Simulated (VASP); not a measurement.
# Ti (I4/mmm) in VASP: a series of runs

The runs below take Ti through single point, with PBE.

Program: VASP 6.6.1. These are calculated values, not measurements. Logs are shortened: lines on timing, memory, paths and dates and some standing lists are left out, and cuts for length are marked.

## 1. The cell of the first run

It takes space group I4/mmm (No. 139, tetragonal). The conventional cell has a = 2.983 Å, b = 2.983 Å, c = 3.464 Å, α = 90.00°, β = 90.00°, γ = 90.00°. Ti (site symmetry 4/mmm) has 14 Ti at 2.73 to 3.46 Å within 3.6 Å.

## 2. Single point, PBE (volume 15.407 Å^3 an atom, c/a of the conventional cell 1.1612)

The input, INCAR:

```
SYSTEM = Ti
  PREC = Accurate
  ENCUT = 520
  EDIFF = 1E-6
  ISMEAR = 0
  SIGMA = 0.15
  LREAL = .FALSE.
  LASPH = .TRUE.
  NELM = 60
  ALGO = Fast
  ISIF = 2
  LWAVE = .FALSE.
  LCHARG = .FALSE.
  GGA = PE
  NBANDS = 12
```

The input, KPOINTS:

```
regular mesh
0
G
  22 22 22
  0 0 0
```

The input, POSCAR:

```
Ti
1.0
   -1.4913641118      1.4913641118      1.7317720067
    1.4913641118     -1.4913641118      1.7317720067
    1.4913641118      1.4913641118     -1.7317720067
Ti
1
Direct
    0.0000000000      0.0000000000      0.0000000000
```

Potentials or basis: VASP PAW PBE potentials, release 64 (Ti_sv).

Started as:

```
$ cat potpaw_PBE.64/Ti_sv/POTCAR > POTCAR
$ mpirun -np 1 vasp_std > vasp.out
```

OUTCAR:

```text
SYSTEM = Ti
   PREC = Accurate
   ENCUT = 520
   EDIFF = 1E-6
   ISMEAR = 0
   LREAL = .FALSE.
   LASPH = .TRUE.
   NELM = 60
   ISIF = 2
   GGA = PE

 ion  position               nearest neighbor table
   1  0.000  0.000  0.000-

  LATTYP: Found a body centered tetragonal cell.
 ALAT       =     2.9827282236
 C/A-ratio  =     1.1612000001

  Lattice vectors:

 A1 = (  -1.4913641118,   1.4913641118,   1.7317720067)
 A2 = (   1.4913641118,  -1.4913641118,   1.7317720067)
 A3 = (   1.4913641118,   1.4913641118,  -1.7317720067)

Analysis of symmetry for initial positions (statically):
=====================================================================
 Subroutine PRICEL returns:
 Original cell was already a primitive cell.

 Routine SETGRP: Setting up the symmetry group for a
 body centered tetragonal supercell.

 Subroutine GETGRP returns: Found 16 space group operations
 (whereof 16 operations were pure point group operations)
 out of a pool of 16 trial point group operations.

The static configuration has the point symmetry D_4h.

Analysis of symmetry for dynamics (positions and initial velocities):
=====================================================================
 Subroutine PRICEL returns:
 Original cell was already a primitive cell.

 Routine SETGRP: Setting up the symmetry group for a
 body centered tetragonal supercell.

 Subroutine GETGRP returns: Found 16 space group operations
 (whereof 16 operations were pure point group operations)
 out of a pool of 16 trial point group operations.

The dynamic configuration has the point symmetry D_4h.

 Subroutine INISYM returns: Found 16 space group operations
 (whereof 16 operations are pure point group operations),
 and found     1 'primitive' translations

----------------------------------------------------------------------------------------

                                     Primitive cell

  volume of cell :      15.4070

  direct lattice vectors                    reciprocal lattice vectors
    -1.491364112  1.491364112  1.731772007     0.000000000  0.335263532  0.288721609
     1.491364112 -1.491364112  1.731772007     0.335263532  0.000000000  0.288721609
     1.491364112  1.491364112 -1.731772007     0.335263532  0.335263532  0.000000000

  length of vectors
     2.728986645  2.728986645  2.728986645     0.442449775  0.442449775  0.474134234

  position of ions in fractional coordinates (direct lattice)
     0.000000000  0.000000000  0.000000000

  ion indices of the primitive-cell ions
   primitive index   ion index
[... 82 lines left out ...]
   TEBEG  =    0.0;   TEEND  =   0.0 temperature during run
   PSTRESS=    0.0 pullay stress
   NELECT =      12.0000    total number of electrons
   NUPDOWN=      -1.0000    fix difference up-down
   EMIN   =  10.00;   EMAX   =-10.00  energy-range for DOS
   EFERMI =   0.00;   METHOD = LEGACY
   ISMEAR =     0;   SIGMA  =   0.15  broadening in eV -4-tet -1-fermi 0-gaus
   EFERMI_NEDOS =   21; number of points for ismear=-14 and -15
   IALGO  =     68    algorithm
   IMIX   =      4    mixing-type and parameters
     AMIX     =   0.40;   BMIX     =  1.00
     AMIX_MAG =   1.60;   BMIX_MAG =  1.00
  volume/ion in A,a.u.               =      15.41       103.97
  Fermi-wavevector in a.u.,A,eV,Ry     =   1.506246  2.846392 30.868582  2.268777
  Thomas-Fermi vector in A             =   2.616989
   LORBIT       =      0    0 simple, 1 ext, 2 COOP (PROOUT), +10 PAW based schemes
   GGA     = PE    functional components
   LHFCALC =     F    Hartree Fock is set to
   AEXX    =    0.0000 exact exchange contribution
   IVDW    =     0    specifies the selected vdW correction
   LEPSILON=     F    determine dielectric tensor
   LRPA    =     F    only Hartree local field effects (RPA)
 non-spin polarized calculation
 RMM-DIIS sequential band-by-band and
 Gauss-broadening in eV      SIGMA  =   0.15
  energy-cutoff  :      520.00
  volume of cell :       15.41
 maximum number of plane-waves:       430
   NGX = 11   NGY = 11   NGZ = 11

 number of electron      12.0000002 magnetization

 Free energy of the ion-electron system (eV)
  ---------------------------------------------------
  ext. energy  EPLUGINS =         0.00000000
  ---------------------------------------------------
  free energy    TOTEN  =        -7.67227025 eV

  energy without entropy =       -7.64914165  energy(sigma->0) =       -7.66070595

 E-fermi :   9.4661     XC(G=0): -12.0712

 val. band max:        9.4657584207   @ k =   0.1818   0.1364   0.0909
 cond. band min:       9.4665136028   @ k =   0.2273   0.0909   0.0909
 fundamental gap:      0.0007551821
 Fermi energy:         9.4661201153

 k-point     1 :       0.0000    0.0000    0.0000
  band No.  band energies     occupation
      1     -46.9466      2.00000
      2     -22.6356      2.00000
      3     -22.6356      2.00000
      4     -22.6273      2.00000
      5       3.2024      2.00000
      6      10.2344      0.00000
      7      10.2344      0.00000
      8      11.3193      0.00000
      9      11.6826      0.00000
     10      12.9220      0.00000
     11      26.1709      0.00000
     12      28.7649      0.00000
[... 331 lines left out ...]
 k-point    24 :      -0.4545    0.0455   -0.0000
  band No.  band energies     occupation
      1     -46.7498      2.00000
      2     -23.5779      2.00000
      3     -22.8724      2.00000
      4     -22.6568      2.00000
      5       6.6719      2.00000
      6       9.4514      1.11047
      7      10.2740      0.00000
      8      11.6238      0.00000
      9      13.1906      0.00000
     10      14.0038      0.00000
     11      19.7081      0.00000
     12      24.3816      0.00000

 [... further k-points ...]

------------------------ aborting loop because EDIFF is reached ----------------------------------------

  FORCE on cell =-STRESS in cart. coord.  units (eV):
  Direction    XX          YY          ZZ          XY          YZ          ZX
  --------------------------------------------------------------------------------------
  -------------------------------------------------------------------------------------
  Total        1.3558220      1.3558220      1.5693534      0.0000000      0.0000000      0.0000000
  in kB      140.9922267    140.9922267    163.1974059      0.0000000      0.0000000      0.0000000
  external PRESSURE =     148.3939531 kB  Pullay stress =       0.0000000 kB

 VOLUME and BASIS-vectors are now :
 -----------------------------------------------------------------------------
  energy-cutoff  :      520.00
  volume of cell :       15.41
      direct lattice vectors                 reciprocal lattice vectors
    -1.491364112  1.491364112  1.731772007     0.000000000  0.335263532  0.288721609
     1.491364112 -1.491364112  1.731772007     0.335263532  0.000000000  0.288721609
     1.491364112  1.491364112 -1.731772007     0.335263532  0.335263532  0.000000000

 POSITION                                       TOTAL-FORCE (eV/Angst)
 -----------------------------------------------------------------------------------
      0.00000      0.00000      0.00000         0.000000      0.000000      0.000000
 -----------------------------------------------------------------------------------
    total drift:                                0.000000     -0.000000      0.000000

  FREE ENERGIE OF THE ION-ELECTRON SYSTEM (eV)
  ---------------------------------------------------
  free  energy   TOTEN  =        -7.6722702472 eV

  energy  without entropy=       -7.6491416507  energy(sigma->0) =       -7.66070595
```

OSZICAR:

```text
N       E                     dE             d eps       ncg     rms          rms(c)
DAV:   1     0.865314467717E+02    0.86531E+02   -0.65871E+03 20128   0.124E+03
DAV:   2    -0.431785319440E+01   -0.90849E+02   -0.88290E+02 20412   0.300E+02
[... 12 lines left out ...]
RMM:  15    -0.767232031798E+01   -0.48115E-04   -0.27049E-04 29120   0.117E-01    0.226E-01
RMM:  16    -0.767231077808E+01    0.95399E-05   -0.11849E-04 27790   0.561E-02    0.200E-01
RMM:  17    -0.767227383425E+01    0.36944E-04   -0.13873E-04 29588   0.114E-01    0.119E-01
RMM:  18    -0.767226657431E+01    0.72599E-05   -0.12300E-04 28565   0.114E-01    0.425E-02
RMM:  19    -0.767226835053E+01   -0.17762E-05   -0.34005E-05 27590   0.599E-02    0.115E-02
RMM:  20    -0.767226950702E+01   -0.11565E-05   -0.11696E-05 20174   0.241E-02    0.363E-03
RMM:  21    -0.767227024724E+01   -0.74022E-06   -0.79116E-06 18448   0.167E-02
   1 F= -.76722702E+01 E0= -.76607059E+01  d E =-.231286E-01
```

stdout:

```text
POSCAR found type information on POSCAR Ti
 POSCAR found :  1 types and       1 ions
 scaLAPACK will be used
 LDA part: xc-table for (Slater+PW92), standard interpolation
 POSCAR, INCAR and KPOINTS ok, starting setup
 FFT: planning ... GRIDC
 FFT: planning ... GRID_SOFT
 FFT: planning ... GRID
 WAVECAR not read
 entering main loop
WARNING in EDDRMM: call to ZHEGV failed, returncode =   6  3      5
WARNING in EDDRMM: call to ZHEGV failed, returncode =   8  4      5
WARNING in EDDRMM: call to ZHEGV failed, returncode =   8  4     12
WARNING in EDDRMM: call to ZHEGV failed, returncode =   6  3      7
```

Wall time 88 s (1 thread of Intel Xeon 6975P-C (Granite Rapids), shared host); peak memory 0.25 GiB.

Results:

```yaml
Free_energy: -7.6723 eV
Pressure: 14.8 GPa
Band_gap_on_the_k_mesh: zero (band 6 reaches 10.51 eV, above the bottom of band 7 at 8.77 eV)
```

(Continued in part 2 of 2.)
